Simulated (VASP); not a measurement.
# Sc in VASP: further runs

Aim: see how the results for Sc move with the level of theory and the settings. Levels: PBE, r2SCAN, r2SCAN+rVV10, PBEsol+D4, PBEsol+D3(BJ). Tasks: single point.

Everything below comes from runs of VASP 6.6.1. Logs are shortened: lines on timing, memory, paths and dates and some standing lists are left out, and cuts for length are marked.

**1. The cell of the first run**

It takes space group I4/mmm (No. 139, tetragonal). Conventional cell: a = 3.834 Å, b = 3.834 Å, c = 3.435 Å, α = 90.00°, β = 90.00°, γ = 90.00°. Sc (site symmetry 4/mmm) has 14 Sc at 3.21 to 3.83 Å within 4.2 Å.

**2. Single point, PBE**

Contents of INCAR:

```
PREC     = Accurate       # precision mode
ENCUT    = 500            # plane-wave cutoff, eV
EDIFF    = 1E-6           # SCF threshold, eV
ISMEAR   = 0              # smearing method
SIGMA    = 0.05           # smearing width, eV
LREAL    = F              # projectors in reciprocal space
LASPH    = T              # aspherical terms in the spheres
NELM     = 120            # most SCF steps
ALGO     = Normal         # electronic algorithm
ISIF     = 2              # what is computed and relaxed
LWAVE    = F              # write WAVECAR
LCHARG   = F              # write CHGCAR
GGA      = PE             # functional
NBANDS   = 12             # bands
GGA_COMPAT= F
```

Contents of KPOINTS:

```
Automatic mesh
0
Gamma
  17 17 17
```

Contents of POSCAR:

```
Sc
1.0
   -1.9172054859      1.9172054859      1.7176030000
    1.9172054859     -1.9172054859      1.7176030000
    1.9172054859      1.9172054859     -1.7176030000
Sc
1
Direct
    0.0000000000      0.0000000000      0.0000000000
```

Potentials or basis: VASP PAW PBE potentials, release 64 (Sc_sv).

The run is started by

```
cat potpaw_PBE.64/Sc_sv/POTCAR > POTCAR
mpirun -np 1 vasp_std > vasp.out
```

OUTCAR:

```text
PREC = Accurate
   ENCUT = 500
   EDIFF = 1E-6
   ISMEAR = 0
   LREAL = F
   LASPH = T
   NELM = 120
   ISIF = 2
   GGA = PE

 ion  position               nearest neighbor table
   1  0.000  0.000  0.000-

  LATTYP: Found a body centered tetragonal cell.
 ALAT       =     3.8344109718
 C/A-ratio  =     0.8958888406

  Lattice vectors:

 A1 = (  -1.9172054859,   1.9172054859,   1.7176030000)
 A2 = (   1.9172054859,  -1.9172054859,   1.7176030000)
 A3 = (   1.9172054859,   1.9172054859,  -1.7176030000)

Analysis of symmetry for initial positions (statically):
=====================================================================
 Subroutine PRICEL returns:
 Original cell was already a primitive cell.

 Routine SETGRP: Setting up the symmetry group for a
 body centered tetragonal supercell.

 Subroutine GETGRP returns: Found 16 space group operations
 (whereof 16 operations were pure point group operations)
 out of a pool of 16 trial point group operations.

The static configuration has the point symmetry D_4h.

Analysis of symmetry for dynamics (positions and initial velocities):
=====================================================================
 Subroutine PRICEL returns:
 Original cell was already a primitive cell.

 Routine SETGRP: Setting up the symmetry group for a
 body centered tetragonal supercell.

 Subroutine GETGRP returns: Found 16 space group operations
 (whereof 16 operations were pure point group operations)
 out of a pool of 16 trial point group operations.

The dynamic configuration has the point symmetry D_4h.

 Subroutine INISYM returns: Found 16 space group operations
 (whereof 16 operations are pure point group operations),
 and found     1 'primitive' translations

----------------------------------------------------------------------------------------

                                     Primitive cell

  volume of cell :      25.2534

  direct lattice vectors                    reciprocal lattice vectors
    -1.917205486  1.917205486  1.717603000     0.000000000  0.260796249  0.291103357
     1.917205486 -1.917205486  1.717603000     0.260796249  0.000000000  0.291103357
     1.917205486  1.917205486 -1.717603000     0.260796249  0.260796249  0.000000000

  length of vectors
     3.209597142  3.209597142  3.209597142     0.390839927  0.390839927  0.368821593

  position of ions in fractional coordinates (direct lattice)
     0.000000000  0.000000000  0.000000000

  ion indices of the primitive-cell ions
   primitive index   ion index
                 1           1

----------------------------------------------------------------------------------------

 KPOINTS: Automatic mesh

Automatic generation of k-mesh.
 Grid dimensions read from file:
 generate k-points for:   17   17   17

 Generating k-lattice:

  Cartesian coordinates                     Fractional coordinates (reciprocal lattice)
     0.000000000  0.015340956  0.017123727     0.058823529 -0.000000000  0.000000000
     0.015340956  0.000000000  0.017123727    -0.000000000  0.058823529  0.000000000
     0.015340956  0.015340956  0.000000000     0.000000000  0.000000000  0.058823529

  Length of vectors
     0.022990584  0.022990584  0.021695388

  Shift w.r.t. Gamma in fractional coordinates (k-lattice)
     0.000000000  0.000000000  0.000000000

 Subroutine IBZKPT returns following result:
 ===========================================

 Found    405 irreducible k-points:

 Following reciprocal coordinates:
            Coordinates               Weight
  0.000000  0.000000  0.000000      1.000000
  0.058824  0.000000  0.000000      8.000000
  0.117647 -0.000000  0.000000      8.000000
  0.176471 -0.000000  0.000000      8.000000
  0.235294 -0.000000  0.000000      8.000000
  0.294118 -0.000000  0.000000      8.000000
[... 16 lines left out ...]
 -0.176471  0.058824 -0.000000     16.000000
 -0.117647  0.058824 -0.000000     16.000000
 [... further k-points ...]
   k-points           NKPTS =    405   k-points in BZ     NKDIM =    405   number of bands    NBANDS=     12
   number of dos      NEDOS =    301   number of ions     NIONS =      1
   total plane-waves  NPLWV =  13824
   dimension x,y,z NGX =    24 NGY =   24 NGZ =   24
   dimension x,y,z NGXF=    48 NGYF=   48 NGZF=   48
   ions per type =               1
   NGX,Y,Z   is equivalent  to a cutoff of  12.43, 12.43, 12.43 a.u.
   NGXF,Y,Z  is equivalent  to a cutoff of  24.86, 24.86, 24.86 a.u.
 SYSTEM =  unknown system
   PREC   = accura    normal or accurate (medium, high low for compatibility)
   ISTART =      0    job   : 0-new  1-cont  2-samecut
   ICHARG =      2    charge: 1-file 2-atom 10-const
   ISPIN  =      1    spin polarized calculation?
   LNONCOLLINEAR =      F non collinear calculations
   LSORBIT =      F    spin-orbit coupling
   LASPH  =      T    aspherical Exc in radial PAW
   ENCUT  =  500.0 eV  36.75 Ry    6.06 a.u.   5.85  5.85  5.85*2*pi/ulx,y,z
   NELM   =    120;   NELMIN=  2; NELMDL= -5     # of ELM steps
   EDIFF  = 0.1E-05   stopping-criterion for ELM
   LREAL  =      F    real-space projection
   EDIFFG = 0.1E-04   stopping-criterion for IOM
   NSW    =      0    number of steps for IOM
   IBRION =     -1    ionic relax: 0-MD 1-quasi-New 2-CG
   NFREE  =      0    steps in history (QN), initial steepest desc. (CG)
   ISIF   =      2    stress and relaxation
   ISYM   =      2    0-nonsym 1-usesym 2-fastsym
   POTIM  = 0.5000    time-step for ionic-motion
   TEBEG  =    0.0;   TEEND  =   0.0 temperature during run
   PSTRESS=    0.0 pullay stress
   NELECT =      11.0000    total number of electrons
   NUPDOWN=      -1.0000    fix difference up-down
   EMIN   =  10.00;   EMAX   =-10.00  energy-range for DOS
   EFERMI =   0.00;   METHOD = LEGACY
   ISMEAR =     0;   SIGMA  =   0.05  broadening in eV -4-tet -1-fermi 0-gaus
   EFERMI_NEDOS =   21; number of points for ismear=-14 and -15
   IALGO  =     38    algorithm
   IMIX   =      4    mixing-type and parameters
     AMIX     =   0.40;   BMIX     =  1.00
     AMIX_MAG =   1.60;   BMIX_MAG =  1.00
  volume/ion in A,a.u.               =      25.25       170.42
  Fermi-wavevector in a.u.,A,eV,Ry     =   1.240983  2.345117 20.953486  1.540038
  Thomas-Fermi vector in A             =   2.375400
   LORBIT       =      0    0 simple, 1 ext, 2 COOP (PROOUT), +10 PAW based schemes
   GGA     = PE    functional components
   LHFCALC =     F    Hartree Fock is set to
   AEXX    =    0.0000 exact exchange contribution
   IVDW    =     0    specifies the selected vdW correction
   LEPSILON=     F    determine dielectric tensor
   LRPA    =     F    only Hartree local field effects (RPA)
 non-spin polarized calculation
 Gauss-broadening in eV      SIGMA  =   0.05
  energy-cutoff  :      500.00
  volume of cell :       25.25
 maximum number of plane-waves:       652
   NGX = 11   NGY = 11   NGZ = 11

 number of electron      11.0000004 magnetization

 Free energy of the ion-electron system (eV)
  ---------------------------------------------------
  ext. energy  EPLUGINS =         0.00000000
  ---------------------------------------------------
  free energy    TOTEN  =        -6.14072459 eV

  energy without entropy =       -6.13714805  energy(sigma->0) =       -6.13893632

 E-fermi :   3.6474     XC(G=0):  -9.7842

 val. band max:        3.6465233163   @ k =  -0.2353  -0.4706   0.0588
 cond. band min:       3.6481187634   @ k =  -0.2353   0.4706   0.0588
 fundamental gap:      0.0015954471
 Fermi energy:         3.6474030522

 k-point     1 :       0.0000    0.0000    0.0000
  band No.  band energies     occupation
      1     -45.9957      2.00000
      2     -24.4266      2.00000
      3     -24.4266      2.00000
      4     -24.3967      2.00000
      5      -1.5375      2.00000
      6       4.6588      0.00000
      7       5.3481      0.00000
      8       5.3481      0.00000
      9       5.9846      0.00000
     10       6.7564      0.00000
     11      17.0443      0.00000
     12      17.0443      0.00000

 k-point     2 :       0.0588    0.0000    0.0000
  band No.  band energies     occupation
      1     -45.9937      2.00000
      2     -24.4336      2.00000
      3     -24.4308      2.00000
      4     -24.4032      2.00000
      5      -1.4424      2.00000
      6       4.6742      0.00000
      7       5.3198      0.00000
      8       5.3453      0.00000
      9       5.9944      0.00000
     10       6.7112      0.00000
     11      17.0356      0.00000
     12      17.1342      0.00000

 k-point     3 :       0.1176   -0.0000    0.0000
  band No.  band energies     occupation
      1     -45.9879      2.00000
      2     -24.4630      2.00000
      3     -24.4426      2.00000
      4     -24.4123      2.00000
      5      -1.1628      2.00000
      6       4.6637      0.00000
      7       5.2056      0.00000
      8       5.4022      0.00000
      9       6.0449      0.00000
     10       6.6084      0.00000
     11      16.9180      0.00000
     12      17.3771      0.00000

 k-point     4 :       0.1765   -0.0000    0.0000
  band No.  band energies     occupation
      1     -45.9790      2.00000
      2     -24.5153      2.00000
      3     -24.4606      2.00000
      4     -24.4180      2.00000
      5      -0.7160      2.00000
      6       4.5424      0.00000
      7       4.9747      0.00000
      8       5.6233      0.00000
      9       6.1652      0.00000
     10       6.5106      0.00000
     11      16.3379      0.00000
     12      16.8175      0.00000

 k-point     5 :       0.2353   -0.0000    0.0000
  band No.  band energies     occupation
      1     -45.9684      2.00000
      2     -24.5795      2.00000
      3     -24.4821      2.00000
      4     -24.4228      2.00000
      5      -0.1343      2.00000
      6       4.3407      0.00000
      7       4.6688      0.00000
      8       5.9961      0.00000
      9       6.3441      0.00000
     10       6.4560      0.00000
     11      15.0878      0.00000
     12      16.0987      0.00000
[... 228 lines left out ...]
      1     -45.9627      2.00000
      2     -24.6133      2.00000
      3     -24.4932      2.00000
      4     -24.4257      2.00000
      5       0.2101      2.00000
      6       4.2151      0.00000
      7       4.5075      0.00000
      8       6.2040      0.00000
      9       6.4042      0.00000
     10       6.5365      0.00000
     11      14.4908      0.00000
     12      15.4090      0.00000

 k-point    22 :      -0.2353    0.0588   -0.0000
  band No.  band energies     occupation
      1     -45.9735      2.00000
      2     -24.5514      2.00000
      3     -24.4688      2.00000
      4     -24.4205      2.00000
      5      -0.4130      2.00000
      6       4.4187      0.00000
      7       4.8250      0.00000
      8       5.8608      0.00000
      9       6.1338      0.00000
     10       6.5686      0.00000
     11      15.8251      0.00000
     12      16.0400      0.00000

 k-point    23 :      -0.1765    0.0588   -0.0000
  band No.  band energies     occupation
      1     -45.9832      2.00000
      2     -24.4972      2.00000
      3     -24.4464      2.00000
      4     -24.4148      2.00000
      5      -0.9219      2.00000
      6       4.5781      0.00000
      7       5.1013      0.00000
      8       5.5940      0.00000
      9       5.9692      0.00000
     10       6.6266      0.00000
     11      16.3623      0.00000
     12      17.0779      0.00000

 k-point    24 :      -0.1176    0.0588   -0.0000
  band No.  band energies     occupation
      1     -45.9903      2.00000
      2     -24.4592      2.00000
      3     -24.4308      2.00000
      4     -24.4071      2.00000
      5      -1.2763      2.00000
      6       4.6465      0.00000
      7       5.2575      0.00000
      8       5.4676      0.00000
      9       5.9107      0.00000
     10       6.6980      0.00000
     11      16.6408      0.00000
     12      17.1855      0.00000

 [... further k-points ...]
[... 5 lines left out ...]
  --------------------------------------------------------------------------------------
  -------------------------------------------------------------------------------------
  Total       -0.1789052     -0.1789052     -0.0322721      0.0000000      0.0000000      0.0000000
  in kB      -11.3504621    -11.3504621     -2.0474681      0.0000000      0.0000000      0.0000000
  external PRESSURE =      -8.2494641 kB  Pullay stress =       0.0000000 kB

 VOLUME and BASIS-vectors are now :
 -----------------------------------------------------------------------------
  energy-cutoff  :      500.00
  volume of cell :       25.25
      direct lattice vectors                 reciprocal lattice vectors
    -1.917205486  1.917205486  1.717603000     0.000000000  0.260796249  0.291103357
     1.917205486 -1.917205486  1.717603000     0.260796249  0.000000000  0.291103357
     1.917205486  1.917205486 -1.717603000     0.260796249  0.260796249  0.000000000

 POSITION                                       TOTAL-FORCE (eV/Angst)
 -----------------------------------------------------------------------------------
      0.00000      0.00000      0.00000         0.000000      0.000000      0.000000
 -----------------------------------------------------------------------------------
    total drift:                                0.000000      0.000000      0.000000

  FREE ENERGIE OF THE ION-ELECTRON SYSTEM (eV)
  ---------------------------------------------------
  free  energy   TOTEN  =        -6.1407245862 eV

  energy  without entropy=       -6.1371480543  energy(sigma->0) =       -6.13893632
```

Run time: 64 s. Hardware: 1 thread of Intel Xeon 8259CL, shared host; peak memory 0.23 GiB.

What came out:

* Free energy: -6.1407 eV
* Pressure: -0.8 GPa
* Band gap on the k mesh: zero (an odd number of electrons rules out a gap without spin polarisation)

Stress tensor (GPa, compression positive):
```
-1.14  0.00  0.00
 0.00 -1.14  0.00
 0.00  0.00 -0.20
```

Levels at points of the mesh, in eV from the Fermi level:
```tsv
k point	band 1	band 2	band 3	band 4	band 5	band 6	band 7	band 8	band 9	band 10
(0.00, 0.00, 0.00)	-49.64	-28.07	-28.07	-28.04	-5.18	1.01	1.70	1.70	2.34	3.11
```

[end of part 1 of 2]
